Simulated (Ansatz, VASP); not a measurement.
# GaAsSe3 in VASP and in Ansatz

```
Ga As Se
1.0
     4.58627    0.00000    0.00000
     0.00000    4.58627    0.00000
     0.00000    0.00000    6.33190
Ga As Se
1 1 3
Direct
  0.50000 0.50000 0.66285
  0.00000 0.00000 0.98859
  0.50000 0.00000 0.17313
  0.00000 0.50000 0.17313
  0.00000 0.00000 0.61050
```

Change from the starting cell: species swapped into the LaSiPt3 type (P4mm, No. 99).

Alike in both runs: functional PBE; k mesh 3 × 3 × 2; occupations gaussian, width 0.15 eV; no spin polarisation.

Ansatz relaxed the structure, and its values are those at the end. VASP's run is a single point on that final structure, the one shown.

```csv
,VASP,Ansatz
version,VASP 6.6.1,Ansatz 0.2.0
potentials or method,"VASP PAW PBE potentials, release 64 (Ga_d, As, Se), cutoff 500 eV","scalar-relativistic, plane waves, PAW"
valence electrons in the cell,36,76
```

Ansatz gave:

| Item | Value |
| --- | --- |
| gap on the k mesh at the Fermi level (eV) | none |
| pressure (GPa) | -0.1 |
| rms of the force components (eV/Å) | 0.020 |

Task: Which values does VASP return?

Result: gap on the k mesh at the Fermi level (eV): none; pressure (GPa): 0.0; rms of the force components (eV/Å): 0.022.

A gap of «none» marks a metal or a gap that the smearing closes. The functional is the same, so the differences come from potentials, cutoffs and numerics. VASP's potentials hold 36 valence electrons a cell and Ansatz's 76, so a difference there can come from the potentials and not from the codes.

The k mesh is coarse, so the values compare programs but aren't converged.
